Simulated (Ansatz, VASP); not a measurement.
This is a calculation of B for VASP 6.6.1.

The input INCAR:

```
SYSTEM = B
PREC = Accurate ; ENCUT = 600
EDIFF = 1E-6 ; ISMEAR = -1
SIGMA = 0.05 ; LREAL = .False.
LASPH = .True. ; NELM = 60
ALGO = Normal ; ISIF = 3
LWAVE = .False. ; LCHARG = .False.
GGA = RE ; IBRION = 2
NSW = 60 ; EDIFFG = -0.01
```

The input KPOINTS:

```
Automatic mesh
0
Gamma
  11 11 16
  0 0 0
```

The input POSCAR:

```
B
1.0
    2.3461100000      0.0000000000      0.0000000000
    0.0000000000      2.3461100000      0.0000000000
    0.0000000000      0.0000000000      1.5857900000
B
1
Direct
    0.5000000000      0.5000000000      0.5000000000
```

Potentials or basis: VASP PAW PBE potentials, release 64 (B).

The run is started by

```console
$ cat potpaw_PBE.64/B/POTCAR > POTCAR
$ mpirun -np 1 vasp_std > vasp.out
```

Question: Set up the same calculation for Ansatz 0.2.0. Potentials there: Ansatz PAW.

Answer: As run (the cutoff follows the program's own potentials):

Contents of input.yaml:

```yaml
crystal:
  lattice:
    - [2.34611, 0.0, 0.0]
    - [0.0, 2.34611, 0.0]
    - [0.0, 0.0, 1.58579]
  atoms:
    - { symbol: B, position: [0.5, 0.5, 0.5] }
hamiltonian:
  xc: revpbe
  pseudopotentials: { kind: paw }
kpoints:
  mp_grid: { grid: [11, 11, 16] }
scf:
  occupations: { method: fermi_dirac, width: 0.05 }
output:
  forces: true
  stress: true
  eigenvalues: true
relax:
  f_tol: 0.01
  max_steps: 40
  cell: { stress_tol: 0.05 }
```

Potentials or basis: Ansatz PAW.

Run with:

```bash
$ ansatz run input.yaml --threads 2 --pin off --max-ram 5632MiB --backend cpu --events-out ev --progress --plain --runs-dir out
```

Both were run:

|  | VASP | Ansatz | Ansatz less VASP |
| --- | --- | --- | --- |
| gap on the k mesh at the Fermi level, each at its own relaxed structure (eV) | none | none | - |
| relaxed volume (Å³/atom) | 8.77 | 8.80 | +0.023 |
| relaxed cell length with the largest relative difference (Å) | 2.348 | 2.350 | +0.0029 |

VASP's potentials were made for PBE, not for revPBE. A gap of «none» marks a metal or a gap that the smearing closes.

Noted on Ansatz's run: the plane-wave basis is chosen anew once the cell has moved, so the energies of steps on either side of that aren't comparable.
